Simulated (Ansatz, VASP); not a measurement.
**Two plane-wave programs on Mn2SbN3**

File INCAR:

```
SYSTEM = Mn2SbN3
  PREC = Accurate
  ENCUT = 520
  EDIFF = 1E-6
  ISMEAR = 0
  SIGMA = 0.2
  LREAL = .False.
  LASPH = .True.
  NELM = 60
  ALGO = Normal
  ISIF = 2
  LWAVE = .False.
  LCHARG = .True.
  GGA = PE
  LELF = .True.
  LVHAR = .True.
  NBANDS = 58
```

The input KPOINTS:

```
regular mesh
0
Gamma
  6 6 4
  0 0 0
```

POSCAR

```
Mn2SbN3
1.0
    2.8267862883      1.6320458245      3.0806628632
   -2.8267862883      1.6320458245      3.0806628632
    0.0000000000     -6.5281832980      6.1613257263
Mn Sb N
4 2 6
Direct
    0.7791234620      0.7791234620      0.3895617310
    0.7791234620      0.7791234620      0.8895617310
    0.2208765380      0.2208765380      0.1104382690
    0.2208765380      0.2208765380      0.6104382690
    0.5000000000      0.5000000000      0.2500000000
    0.5000000000      0.5000000000      0.7500000000
    0.0000000000      0.0000000000      0.2500000000
    0.0000000000      0.0000000000      0.7500000000
    0.5000000000      0.0000000000      1.0000000000
    0.5000000000      1.0000000000      0.5000000000
    1.0000000000      0.5000000000      1.0000000000
    1.0000000000      0.5000000000      0.5000000000
```

Input for Ansatz:

```yaml
crystal:
  lattice:
    - [2.8267862883, 1.6320458245, 3.0806628632]
    - [-2.8267862883, 1.6320458245, 3.0806628632]
    - [0.0, -6.528183298, 6.1613257263]
  atoms:
    - { symbol: Mn, position: [0.779123462, 0.779123462, 0.389561731] }
    - { symbol: Mn, position: [0.779123462, 0.779123462, 0.889561731] }
    - { symbol: Mn, position: [0.220876538, 0.220876538, 0.110438269] }
    - { symbol: Mn, position: [0.220876538, 0.220876538, 0.610438269] }
    - { symbol: Sb, position: [0.5, 0.5, 0.25] }
    - { symbol: Sb, position: [0.5, 0.5, 0.75] }
    - { symbol: "N", position: [0.0, 0.0, 0.25] }
    - { symbol: "N", position: [0.0, 0.0, 0.75] }
    - { symbol: "N", position: [0.5, 0.0, 1.0] }
    - { symbol: "N", position: [0.5, 1.0, 0.5] }
    - { symbol: "N", position: [1.0, 0.5, 1.0] }
    - { symbol: "N", position: [1.0, 0.5, 0.5] }
basis:
  ecutwfc: 420
kpoints:
  mp_grid: { grid: [6, 6, 4] }
hamiltonian:
  xc: pbe
scf:
  occupations: { method: gaussian, width: 0.2 }
  lower_state_search: "off"
output:
  forces: true
  stress: true
  eigenvalues: true
```

Alike in both runs: task single point; functional PBE; k mesh 6 × 6 × 4; occupations gaussian, width 0.2 eV; no spin polarisation.

|  | VASP | Ansatz |
| --- | --- | --- |
| version | VASP 6.6.1 | Ansatz 0.2.0 |
| potentials or method | VASP PAW PBE potentials, release 64 (Mn_pv, Sb, N), cutoff 520 eV | scalar-relativistic, plane waves, PAW |
| valence electrons in the cell | 92 | 120 |

|  | VASP | Ansatz | Ansatz less VASP |
| --- | --- | --- | --- |
| gap on the k mesh at the Fermi level (eV) | none | none | - |
| pressure (GPa) | 0.1 | 0.1 | -0.02 |
| traceless stress, the component that is largest in VASP (GPa) | -0.32 | -0.11 | +0.207 |
| rms of the force components (eV/Å) | 0.016 | 0.008 | -0.0080 |

Atom by atom the forces differ by 0.022 eV/Å (rms over components). A gap of «none» marks a metal or a gap that the smearing closes. VASP's potentials hold 92 valence electrons a cell and Ansatz's 120, so a difference there can come from the potentials and not from the codes.

Spin-orbit coupling is off throughout.
